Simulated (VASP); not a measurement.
# FeB4 (Pnnm) in VASP: a series of runs

FeB4 is run at these levels: LDA; tasks: single point.

Everything below comes from runs of VASP 6.6.1. Logs are shortened: lines on timing, memory, paths and dates and some standing lists are left out, and cuts for length are marked.

### Step 1. The cell of the first run

The structure is orthorhombic, space group Pnnm (No. 58). The conventional cell has a = 4.431 Å, b = 5.221 Å, c = 2.965 Å, α = 90.00°, β = 90.00°, γ = 90.00°. Within 2.6 Å of Fe (site symmetry 2/m) lie 12 B at 1.97 to 2.21 Å. B (site symmetry m) has 4 B at 1.69 to 1.85 Å and 3 Fe at 1.97 to 2.09 Å within 2.2 Å. Within 2.3 Å of B (site symmetry m) lie 5 B at 1.69 to 1.95 Å and 3 Fe at 2.08 to 2.21 Å.

### Step 2. Single point, LDA

Contents of INCAR:

```
  ALGO = Normal
  EDIFF = 1E-6
  ENCUT = 690
  GGA = CA
  GGA_COMPAT = False
  ISIF = 2
  ISMEAR = 0
  LASPH = True
  LCHARG = False
  LREAL = False
  LWAVE = False
  NBANDS = 39
  NELM = 120
  PREC = Accurate
  SIGMA = 0.1
```

Contents of KPOINTS:

```
k-points
0
Gamma
  8 8 12
```

Contents of POSCAR:

```
FeB4
1.0
    4.4308716790      0.0000000000      0.0000000000
    0.0000000000      5.2210312399      0.0000000000
    0.0000000000      0.0000000000      2.9652170551
Fe B
2 8
Direct
    0.0000000000      0.0000000000      0.0000000000
    0.5000000000      0.5000000000      0.5000000000
    0.2502568012      0.3125978090      0.0000000000
    0.7497431988      0.6874021910      0.0000000000
    0.7502568012      0.1874021910      0.5000000000
    0.2497431988      0.8125978090      0.5000000000
    0.3384512850      0.1264317943      0.5000000000
    0.6615487150      0.8735682057      0.5000000000
    0.8384512850      0.3735682057      0.0000000000
    0.1615487150      0.6264317943      0.0000000000
```

Potentials or basis: VASP PAW LDA potentials, release 64 (Fe_sv, B).

On the command line:

```console
cat potpaw_LDA.64/Fe_sv/POTCAR potpaw_LDA.64/B/POTCAR > POTCAR
mpirun -np 1 vasp_std > vasp.out
```

OUTCAR:

```text
EDIFF = 1E-6
   ENCUT = 690
   GGA = CA
   ISIF = 2
   ISMEAR = 0
   LASPH = True
   LREAL = False
   NELM = 120
   PREC = Accurate

 ion  position               nearest neighbor table
   1  0.000  0.000  0.000-   3 1.97   4 1.97   9 2.08  10 2.08   5 2.09   6 2.09   5 2.09   6 2.09
                             7 2.21   8 2.21   7 2.21   8 2.21
   2  0.500  0.500  0.500-   5 1.97   6 1.97   7 2.08   8 2.08   3 2.09   4 2.09   3 2.09   4 2.09
                             9 2.21  10 2.21   9 2.21  10 2.21
   3  0.250  0.313  0.000-  10 1.69   7 1.82   7 1.82   9 1.85   1 1.97   2 2.09   2 2.09
   4  0.750  0.687  0.000-   9 1.69   8 1.82   8 1.82  10 1.85   1 1.97   2 2.09   2 2.09
   5  0.750  0.187  0.500-   8 1.69   9 1.82   9 1.82   7 1.85   2 1.97   1 2.09   1 2.09
   6  0.250  0.813  0.500-   7 1.69  10 1.82  10 1.82   8 1.85   2 1.97   1 2.09   1 2.09
   7  0.338  0.126  0.500-   6 1.69   3 1.82   3 1.82   5 1.85   8 1.95   2 2.08   1 2.21   1 2.21

   8  0.662  0.874  0.500-   5 1.69   4 1.82   4 1.82   6 1.85   7 1.95   2 2.08   1 2.21   1 2.21

   9  0.838  0.374  0.000-   4 1.69   5 1.82   5 1.82   3 1.85  10 1.95   1 2.08   2 2.21   2 2.21

  10  0.162  0.626  0.000-   3 1.69   6 1.82   6 1.82   4 1.85   9 1.95   1 2.08   2 2.21   2 2.21

  LATTYP: Found a simple orthorhombic cell.
 ALAT       =     2.9652170551
 B/A-ratio  =     1.4942824072
 C/A-ratio  =     1.7607585357

  Lattice vectors:

 A1 = (   0.0000000000,   0.0000000000,   2.9652170551)
 A2 = (   4.4308716790,   0.0000000000,   0.0000000000)
 A3 = (   0.0000000000,   5.2210312399,   0.0000000000)

Analysis of symmetry for initial positions (statically):
=====================================================================
 Subroutine PRICEL returns:
 Original cell was already a primitive cell.

 Routine SETGRP: Setting up the symmetry group for a
 simple orthorhombic supercell.

 Subroutine GETGRP returns: Found  8 space group operations
 (whereof  4 operations were pure point group operations)
 out of a pool of  8 trial point group operations.

The static configuration has the point symmetry C_2h.
 The point group associated with its full space group is D_2h.

Analysis of symmetry for dynamics (positions and initial velocities):
=====================================================================
 Subroutine PRICEL returns:
 Original cell was already a primitive cell.

 Routine SETGRP: Setting up the symmetry group for a
 simple orthorhombic supercell.

 Subroutine GETGRP returns: Found  8 space group operations
 (whereof  4 operations were pure point group operations)
 out of a pool of  8 trial point group operations.

The dynamic configuration has the point symmetry C_2h.
 The point group associated with its full space group is D_2h.

 Subroutine INISYM returns: Found  8 space group operations
 (whereof  4 operations are pure point group operations),
 and found     1 'primitive' translations

----------------------------------------------------------------------------------------

                                     Primitive cell

  volume of cell :      68.5965

  direct lattice vectors                    reciprocal lattice vectors
     4.430871679  0.000000000  0.000000000     0.225689226  0.000000000  0.000000000
     0.000000000  5.221031240  0.000000000     0.000000000  0.191533043  0.000000000
     0.000000000  0.000000000  2.965217055     0.000000000  0.000000000  0.337243440

  length of vectors
     4.430871679  5.221031240  2.965217055     0.225689226  0.191533043  0.337243440

  position of ions in fractional coordinates (direct lattice)
     0.000000000  0.000000000  0.000000000
     0.500000000  0.500000000  0.500000000
     0.250256801  0.312597809  0.000000000
     0.749743199  0.687402191  0.000000000
     0.750256801  0.187402191  0.500000000
     0.249743199  0.812597809  0.500000000
     0.338451285  0.126431794  0.500000000
     0.661548715  0.873568206  0.500000000
     0.838451285  0.373568206  0.000000000
     0.161548715  0.626431794  0.000000000

  ion indices of the primitive-cell ions
   primitive index   ion index
                 1           1
                 2           2
                 3           3
                 4           4
                 5           5
                 6           6
                 7           7
                 8           8
                 9           9
                10          10

----------------------------------------------------------------------------------------

 KPOINTS: k-points

Automatic generation of k-mesh.
 Grid dimensions read from file:
 generate k-points for:    8    8   12

 Generating k-lattice:

  Cartesian coordinates                     Fractional coordinates (reciprocal lattice)
     0.028211153  0.000000000  0.000000000     0.125000000  0.000000000  0.000000000
     0.000000000  0.023941630  0.000000000     0.000000000  0.125000000  0.000000000
     0.000000000  0.000000000  0.028103620     0.000000000  0.000000000  0.083333333

  Length of vectors
     0.028211153  0.023941630  0.028103620

  Shift w.r.t. Gamma in fractional coordinates (k-lattice)
     0.000000000  0.000000000  0.000000000

 Subroutine IBZKPT returns following result:
 ===========================================

 Found    175 irreducible k-points:

 Following reciprocal coordinates:
            Coordinates               Weight
  0.000000  0.000000  0.000000      1.000000
  0.125000  0.000000  0.000000      2.000000
  0.250000  0.000000  0.000000      2.000000
  0.375000  0.000000  0.000000      2.000000
  0.500000  0.000000  0.000000      1.000000
  0.000000  0.125000  0.000000      2.000000
[... 16 lines left out ...]
  0.250000  0.500000  0.000000      2.000000
  0.375000  0.500000  0.000000      2.000000
 [... further k-points ...]
   k-points           NKPTS =    175   k-points in BZ     NKDIM =    175   number of bands    NBANDS=     39
   number of dos      NEDOS =    301   number of ions     NIONS =     10
   total plane-waves  NPLWV =  53760
   dimension x,y,z NGX =    40 NGY =   48 NGZ =   28
   dimension x,y,z NGXF=    80 NGYF=   96 NGZF=   56
   ions per type =               2   8
   NGX,Y,Z   is equivalent  to a cutoff of  15.01, 15.28, 15.70 a.u.
   NGXF,Y,Z  is equivalent  to a cutoff of  30.02, 30.57, 31.40 a.u.
 SYSTEM =  unknown system
   PREC   = accura    normal or accurate (medium, high low for compatibility)
   ISTART =      0    job   : 0-new  1-cont  2-samecut
   ICHARG =      2    charge: 1-file 2-atom 10-const
   ISPIN  =      1    spin polarized calculation?
   LNONCOLLINEAR =      F non collinear calculations
   LSORBIT =      F    spin-orbit coupling
   LASPH  =      T    aspherical Exc in radial PAW
   ENCUT  =  690.0 eV  50.71 Ry    7.12 a.u.   9.49 11.18  6.35*2*pi/ulx,y,z
   NELM   =    120;   NELMIN=  2; NELMDL= -5     # of ELM steps
   EDIFF  = 0.1E-05   stopping-criterion for ELM
   LREAL  =      F    real-space projection
   EDIFFG = 0.1E-04   stopping-criterion for IOM
   NSW    =      0    number of steps for IOM
   IBRION =     -1    ionic relax: 0-MD 1-quasi-New 2-CG
   NFREE  =      0    steps in history (QN), initial steepest desc. (CG)
   ISIF   =      2    stress and relaxation
   ISYM   =      2    0-nonsym 1-usesym 2-fastsym
   POTIM  = 0.5000    time-step for ionic-motion
   TEBEG  =    0.0;   TEEND  =   0.0 temperature during run
   PSTRESS=    0.0 pullay stress
   NELECT =      56.0000    total number of electrons
   NUPDOWN=      -1.0000    fix difference up-down
   EMIN   =  10.00;   EMAX   =-10.00  energy-range for DOS
   EFERMI =   0.00;   METHOD = LEGACY
   ISMEAR =     0;   SIGMA  =   0.10  broadening in eV -4-tet -1-fermi 0-gaus
   EFERMI_NEDOS =   21; number of points for ismear=-14 and -15
   IALGO  =     38    algorithm
   IMIX   =      4    mixing-type and parameters
     AMIX     =   0.40;   BMIX     =  1.00
     AMIX_MAG =   1.60;   BMIX_MAG =  1.00
  volume/ion in A,a.u.               =       6.86        46.29
  Fermi-wavevector in a.u.,A,eV,Ry     =   1.530043  2.891361 31.851652  2.341030
  Thomas-Fermi vector in A             =   2.637580
   LORBIT       =      0    0 simple, 1 ext, 2 COOP (PROOUT), +10 PAW based schemes
   GGA     = CA    functional components
   LHFCALC =     F    Hartree Fock is set to
   AEXX    =    0.0000 exact exchange contribution
   IVDW    =     0    specifies the selected vdW correction
   LEPSILON=     F    determine dielectric tensor
   LRPA    =     F    only Hartree local field effects (RPA)
 non-spin polarized calculation
 Gauss-broadening in eV      SIGMA  =   0.10
  energy-cutoff  :      690.00
  volume of cell :       68.60
 maximum number of plane-waves:      2864
 NGX is ok and might be reduce to    40
   NGX = 19   NGY = 23   NGZ = 13

 number of electron      56.0000007 magnetization

 Free energy of the ion-electron system (eV)
  ---------------------------------------------------
  ext. energy  EPLUGINS =         0.00000000
  ---------------------------------------------------
  free energy    TOTEN  =       -81.02791404 eV

  energy without entropy =      -81.01011461  energy(sigma->0) =      -81.01901433

 E-fermi :  10.7019     XC(G=0): -13.2844

 val. band max:       10.7004494575   @ k =   0.2500   0.0000   0.3333
 cond. band min:      10.7041282508   @ k =   0.2500   0.0000   0.2500
 fundamental gap:      0.0036787933
 Fermi energy:        10.7018834638

 k-point     1 :       0.0000    0.0000    0.0000
  band No.  band energies     occupation
      1     -76.1337      2.00000
      2     -76.1335      2.00000
      3     -43.0775      2.00000
      4     -43.0722      2.00000
      5     -42.8058      2.00000
      6     -42.8025      2.00000
[... 31 lines left out ...]
     38      17.2395      0.00000
     39      17.8073      0.00000
[... 964 lines left out ...]
     38      17.2577      0.00000
     39      18.6138      0.00000

 [... further k-points ...]

------------------------ aborting loop because EDIFF is reached ----------------------------------------

  FORCE on cell =-STRESS in cart. coord.  units (eV):
  Direction    XX          YY          ZZ          XY          YZ          ZX
  --------------------------------------------------------------------------------------
  -------------------------------------------------------------------------------------
  Total       -0.0589393     -0.0431423     -0.0366726      0.0000000      0.0000000      0.0000000
  in kB       -1.3766196     -1.0076553     -0.8565450      0.0000000      0.0000000      0.0000000
  external PRESSURE =      -1.0802733 kB  Pullay stress =       0.0000000 kB

 VOLUME and BASIS-vectors are now :
 -----------------------------------------------------------------------------
  energy-cutoff  :      690.00
  volume of cell :       68.60
      direct lattice vectors                 reciprocal lattice vectors
     4.430871679  0.000000000  0.000000000     0.225689226  0.000000000  0.000000000
     0.000000000  5.221031240  0.000000000     0.000000000  0.191533043  0.000000000
     0.000000000  0.000000000  2.965217055     0.000000000  0.000000000  0.337243440

 POSITION                                       TOTAL-FORCE (eV/Angst)
 -----------------------------------------------------------------------------------
      0.00000      0.00000      0.00000         0.000000      0.000000      0.000000
      2.21544      2.61052      1.48261         0.000000      0.000000      0.000000
      1.10886      1.63208      0.00000         0.005217      0.000357      0.000000
      3.32202      3.58895      0.00000        -0.005217     -0.000357      0.000000
      3.32429      0.97843      1.48261         0.005217     -0.000357      0.000000
      1.10658      4.24260      1.48261        -0.005217      0.000357      0.000000
      1.49963      0.66010      1.48261        -0.006723     -0.000286      0.000000
      2.93124      4.56093      1.48261         0.006723      0.000286      0.000000
      3.71507      1.95041      0.00000        -0.006723      0.000286     -0.000000
      0.71580      3.27062      0.00000         0.006723     -0.000286      0.000000
 -----------------------------------------------------------------------------------
    total drift:                                0.000000      0.000000     -0.000000

  FREE ENERGIE OF THE ION-ELECTRON SYSTEM (eV)
  ---------------------------------------------------
  free  energy   TOTEN  =       -81.0279140395 eV

  energy  without entropy=      -81.0101146129  energy(sigma->0) =      -81.01901433
```

Run time: 8.5 min. Hardware: 1 thread of Intel Xeon Platinum 8488C (Sapphire Rapids), shared host; peak memory 0.58 GiB.

What came out:

| Property | Result |
| --- | --- |
| Free energy | -81.0279 eV |
| Pressure | -0.1 GPa |
| Largest force | 0.007 eV/Å |
| Band gap on the k mesh | zero (bands 28 and 29 overlap by 0.82 eV) |

Forces on the atoms (eV/Å):
```
Fe   0.000  0.000  0.000
Fe   0.000  0.000  0.000
B    0.005  0.000  0.000
B   -0.005  0.000  0.000
B    0.005  0.000  0.000
B   -0.005  0.000  0.000
B   -0.007  0.000  0.000
B    0.007  0.000  0.000
B   -0.007  0.000  0.000
B    0.007  0.000  0.000
```

Caveat: the run has no spin polarisation, though such a crystal can be magnetic. Spin polarisation is off, so any magnetic state and its effect on volume and gap are missing.

### Step 3. Single point, LDA

Contents of INCAR:

```
SYSTEM = FeB4
ALGO = Normal ; EDIFF = 1E-6
ENCUT = 690 ; GGA = CA
GGA_COMPAT = .FALSE. ; ISIF = 2
ISMEAR = 0 ; LASPH = .TRUE.
LCHARG = .FALSE. ; LREAL = .FALSE.
LWAVE = .FALSE. ; NBANDS = 39
NELM = 120 ; PREC = Accurate
SIGMA = 0.1
```

Contents of KPOINTS:

```
k-points
0
G
  4 4 6
  0 0 0
```

Contents of POSCAR:

```
FeB4
1.0
    4.4288852116      0.0000000000      0.0000000000
    0.0000000000      5.2275999994      0.0000000000
    0.0000000000      0.0000000000      2.9632279173
Fe B
2 8
Direct
    0.0000000000      0.0000000000      0.0000000000
    0.5000000000      0.5000000000      0.5000000000
    0.2495647461      0.3122390747      0.0000000000
    0.7504352539      0.6877609253      0.0000000000
    0.7495647461      0.1877609253      0.5000000000
    0.2504352539      0.8122390747      0.5000000000
    0.3371169207      0.1261542228      0.5000000000
    0.6628830793      0.8738457772      0.5000000000
    0.8371169207      0.3738457772      0.0000000000
    0.1628830793      0.6261542228      0.0000000000
```

Potentials or basis: VASP PAW LDA potentials, release 64 (Fe_sv, B).

On the command line:

```console
cat potpaw_LDA.64/Fe_sv/POTCAR potpaw_LDA.64/B/POTCAR > POTCAR
mpirun -np 1 vasp_std > vasp.out
```

It took 84 s on 1 thread of Intel Xeon 6975P-C (Granite Rapids), shared host; peak memory 0.25 GiB.

It converged, with:

| Property | Result |
| --- | --- |
| Free energy | -81.0418 eV |
| Pressure | -0.2 GPa |
| Largest force | 0.034 eV/Å |
| Band gap on the k mesh | zero (bands 28 and 29 overlap by 0.79 eV) |

Forces in eV/Å, atoms in the order of the input:
```
Fe   0.000  0.000  0.000
Fe   0.000  0.000  0.000
B   -0.009  0.019  0.000
B    0.009 -0.019  0.000
B   -0.009 -0.019  0.000
B    0.009  0.019  0.000
B    0.023 -0.024  0.000
B   -0.023  0.024  0.000
B    0.023  0.024  0.000
B   -0.023 -0.024  0.000
```

Stress tensor (GPa, compression positive):
```
-0.44  0.00  0.00
 0.00 -0.17  0.00
 0.00  0.00  0.10
```

Levels at points of the mesh, in eV from the Fermi level:
```tsv
k point	band 25	band 26	band 27	band 28	band 29	band 30	band 31	band 32
(0.00, 0.00, 0.00)	-2.11	-2.06	-1.20	0.04	0.95	1.38	2.32	2.83
(0.50, 0.00, 0.00)	-1.91	-1.91	-0.24	-0.24	0.39	0.39	1.91	1.91
(0.00, 0.50, 0.00)	-1.80	-1.80	-0.63	-0.63	0.28	0.28	2.22	2.22
(0.50, 0.50, 0.00)	-2.22	-2.22	-1.69	-1.69	0.46	0.46	1.69	1.69
(0.00, 0.00, 0.50)	-2.28	-2.28	-0.77	-0.77	0.24	0.24	0.70	0.70
(0.50, 0.00, 0.50)	-2.11	-2.11	-0.73	-0.73	0.82	0.82	0.98	0.98
(0.00, 0.50, 0.50)	-3.17	-3.17	-0.77	-0.77	0.38	0.38	1.42	1.42
(0.50, 0.50, 0.50)	-2.56	-2.56	-0.80	-0.80	-0.43	-0.43	2.85	2.85
```

Caveat: the run has no spin polarisation, though such a crystal can be magnetic. Spin polarisation is off, so any magnetic state and its effect on volume and gap are missing.

### Step 4. Single point, LDA

This run uses another cell than the first one, of 7.28 Å³/atom.

Contents of INCAR:

```
ALGO = Normal
EDIFF = 1E-6
ENCUT = 690
GGA = CA
GGA_COMPAT = False
ISIF = 2
ISMEAR = 0
LASPH = True
LCHARG = True
LELF = True
LREAL = False
LVHAR = True
LWAVE = False
NBANDS = 39
NELM = 120
PREC = Accurate
SIGMA = 0.1
```

Contents of KPOINTS:

```
k-points
0
Gamma
  4 4 6
```

Contents of POSCAR:

```
FeB4
1.0
    4.5786000000      0.0000000000      0.0000000000
    0.0000000000      5.2981000000      0.0000000000
    0.0000000000      0.0000000000      2.9991000000
Fe B
2 8
Direct
    0.0000000000      0.0000000000      0.0000000000
    0.5000000000      0.5000000000      0.5000000000
    0.2487000000      0.3123000000      0.0000000000
    0.7513000000      0.6877000000      0.0000000000
    0.7487000000      0.1877000000      0.5000000000
    0.2513000000      0.8123000000      0.5000000000
    0.3411000000      0.1263000000      0.5000000000
    0.6589000000      0.8737000000      0.5000000000
    0.8411000000      0.3737000000      0.0000000000
    0.1589000000      0.6263000000      0.0000000000
```

On the command line:

```console
cat potpaw_LDA.64/Fe_sv/POTCAR potpaw_LDA.64/B/POTCAR > POTCAR
mpirun -np 1 vasp_std > vasp.out
```

Run time: 3.5 min. Hardware: 1 thread of AMD EPYC 7R13 (Zen 3), shared host; peak memory 0.22 GiB.

It converged, with:

```
Free energy            : -80.8178 eV
Pressure               : -16.1 GPa
Largest force          : 0.073 eV/Å
Band gap on the k mesh : zero (bands 28 and 29 overlap by 0.86 eV)
```

Forces on the atoms (eV/Å):
```
Fe   0.000  0.000  0.000
Fe   0.000  0.000  0.000
B   -0.005  0.049  0.000
B    0.005 -0.049  0.000
B   -0.005 -0.049  0.000
B    0.005  0.049  0.000
B   -0.057  0.046  0.000
B    0.057 -0.046  0.000
B   -0.057 -0.046  0.000
B    0.057  0.046  0.000
```

Stress tensor (GPa, compression positive):
```
-17.52   0.00   0.00
  0.00 -17.87   0.00
  0.00   0.00 -12.81
```

Levels at points of the mesh, in eV from the Fermi level:
```tsv
k point	band 26	band 27	band 28	band 29	band 30	band 31
(0.00, 0.00, 0.00)	-1.83	-1.15	0.22	1.04	1.19	2.27
(0.50, 0.00, 0.00)	-1.82	-0.15	-0.15	0.32	0.32	1.92
(0.00, 0.50, 0.00)	-1.72	-0.48	-0.48	0.24	0.24	2.13
(0.50, 0.50, 0.00)	-1.97	-1.42	-1.42	0.41	0.41	1.61
(0.00, 0.00, 0.50)	-2.07	-0.61	-0.61	0.22	0.22	0.55
(0.50, 0.00, 0.50)	-1.97	-0.57	-0.57	0.64	0.64	0.93
(0.00, 0.50, 0.50)	-2.87	-0.61	-0.61	0.32	0.32	1.20
(0.50, 0.50, 0.50)	-2.32	-0.64	-0.64	-0.42	-0.42	2.57
```

Caveat: the stress differs along the axes, from -18 to -13 GPa; the run has no spin polarisation, though such a crystal can be magnetic. Spin polarisation is off, so any magnetic state and its effect on volume and gap are missing.

### Step 5. The runs side by side

```csv
cell,k mesh,gap on the mesh (eV),pressure (GPa),largest force (eV/Å)
"a = 4.431, b = 5.221, c = 2.965 Å, 10 atoms, atomic positions A",8 × 8 × 12,none,-0.1,0.01
"a = 4.429, b = 5.228, c = 2.963 Å, 10 atoms, atomic positions B",4 × 4 × 6,none,-0.2,0.03
"a = 4.579, b = 5.298, c = 2.999 Å, 10 atoms, atomic positions C",4 × 4 × 6,none,-16.1,0.07
```

Alike in all rows: task single point; level LDA; potentials or basis VASP PAW LDA potentials, release 64 (Fe_sv, B); no spin polarisation; cutoff (eV) 690; smearing gaussian 0.1 eV.

Caveats: the run has no spin polarisation, though such a crystal can be magnetic; the stress differs along the axes, from -18 to -13 GPa (at least some runs).

Total energies depend on the potentials used, so only differences within one code and one set of settings carry meaning.

The gap in the log of VASP goes by the Fermi energy; the results here count the filled bands.